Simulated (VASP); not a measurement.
Wanted: the native input for a VASP 6.6.1 run.

* Task: single point
* Functional: PBE
* Potentials or basis: VASP PAW PBE potentials, release 64 (Zn, S)
* Cutoff: 520 eV
* k mesh: 8 × 8 × 5
* Occupations: fermi-dirac, width 0.03 eV
* Spin: no spin polarisation
* Dipole correction: no
* Further INCAR settings: ALGO = Normal; EDIFF = 1e-06; NBANDS = 26

The structure of ZnS lies in POSCAR:

```
ZnS
1.0
    3.8109987816     -0.0571649817     -0.0571649817
   -1.9550057172      3.3290042495     -0.0209238355
   -0.0935100000     -0.0935100000      6.2340000000
Zn S
2 2
Direct
    0.3333333333      0.6666666667      0.0000000000
    0.6666666667      0.3333333333      0.5000000000
    0.3333333333      0.6666666667      0.3850000000
    0.6666666667      0.3333333333      0.8850000000
```

This cell differs from its parent crystal: equal xy, yz and zx shear strains of -3 %.

One way to write it, as run:

INCAR

```
SYSTEM = ZnS
ALGO = Normal
EDIFF = 1E-6
ENCUT = 520
GGA = PE
ISIF = 2
ISMEAR = -1
LASPH = .True.
LCHARG = .False.
LREAL = .False.
LWAVE = .False.
NBANDS = 26
NELM = 80
PREC = Accurate
SIGMA = 0.03
```

KPOINTS

```
k-points
0
Gamma
  8 8 5
  0 0 0
```

Potentials or basis: VASP PAW PBE potentials, release 64 (Zn, S).

Launch:

```sh
$ cat potpaw_PBE.64/Zn/POTCAR potpaw_PBE.64/S/POTCAR > POTCAR
$ mpirun -np 1 vasp_std > vasp.out
```

It gave:

```yaml
Pressure: 2.6 GPa
Largest_force: 0.528 eV/Å
Band_gap_on_the_k_mesh: 2.14 eV, direct
```

Caveat: the cell differs from its parent crystal (equal xy, yz and zx shear strains of -3 %).

It took 6.4 min on 1 thread of Oxide Virtual Turin-like Processor (shared host), peak memory 0.35 GiB.
